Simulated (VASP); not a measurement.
Here is a VASP 6.6.1 calculation.

The input POSCAR:

```
TaN
1.0
    0.0000000000      2.1989133438      2.1989133438
    2.1989133438      0.0000000000      2.1989133438
    2.1989133438      2.1989133438      0.0000000000
Ta N
1 1
Direct
    0.5000000000      0.5000000000      0.5000000000
    0.0000000000      0.0000000000      0.0000000000
```

INCAR.step1

```
PREC = Accurate ; ENCUT = 600
ISMEAR = 0 ; SIGMA = 0.1
LREAL = False ; LASPH = True
NELM = 80 ; GGA = PE
ALGO = Normal ; EDIFF = 1E-4
LWAVE = True ; LCHARG = False
```

Contents of INCAR.step2:

```
PREC = Accurate ; ENCUT = 600
EDIFF = 1E-6 ; ISMEAR = 0
SIGMA = 0.1 ; LREAL = False
LASPH = True ; NELM = 80
ALGO = Normal ; ISIF = 3
LWAVE = False ; LCHARG = False
METAGGA = R2SCAN ; LMIXTAU = True
IBRION = 2 ; NSW = 100
EDIFFG = -0.005 ; ISTART = 1
```

File KPOINTS:

```
Automatic mesh
0
Gamma
  16 16 16
```

Potentials or basis: VASP PAW PBE potentials, release 64 (Ta_pv, N).

Launch:

```bash
$ cat potpaw_PBE.64/Ta_pv/POTCAR potpaw_PBE.64/N/POTCAR > POTCAR
$ cp INCAR.step1 INCAR
$ mpirun -np 1 vasp_std > vasp.out
$ cp INCAR.step2 INCAR
$ mpirun -np 1 vasp_std > vasp.out
```

**Question.** What does it give for the band gap on the k mesh?

**Answer.** Zero (bands 8 and 9 overlap by 4.06 eV).

**Question.** Estimate the relaxed volume.

**Answer.** 10.68 Å³/atom.

**Question.** What does it give for the space group after relaxing (to 0.1 Å)?

**Answer.** Fm-3m (No. 225).

**Question.** Estimate the relaxed cell.

**Answer.** a = 3.115 Å, b = 3.115 Å, c = 3.115 Å, α = 60.00°, β = 60.00°, γ = 60.00°.

Final structure:
```cif
data_structure
_symmetry_space_group_name_H-M 'P 1'
_symmetry_Int_Tables_number 1
_cell_length_a 3.1145
_cell_length_b 3.1145
_cell_length_c 3.1145
_cell_angle_alpha 60.000
_cell_angle_beta 60.000
_cell_angle_gamma 60.000
_cell_volume 21.36
loop_
_atom_site_label
_atom_site_type_symbol
_atom_site_fract_x
_atom_site_fract_y
_atom_site_fract_z
_atom_site_occupancy
Ta1 Ta 0.50000 0.50000 0.50000 1
N1 N 0.00000 0.00000 0.00000 1
```

Caveat: the PAW data sets were made with another functional, which shifts forces and pressure a little; spin-orbit coupling is left out, which moves the levels of the heavy elements. Zero-point motion and thermal expansion aren't in these numbers.
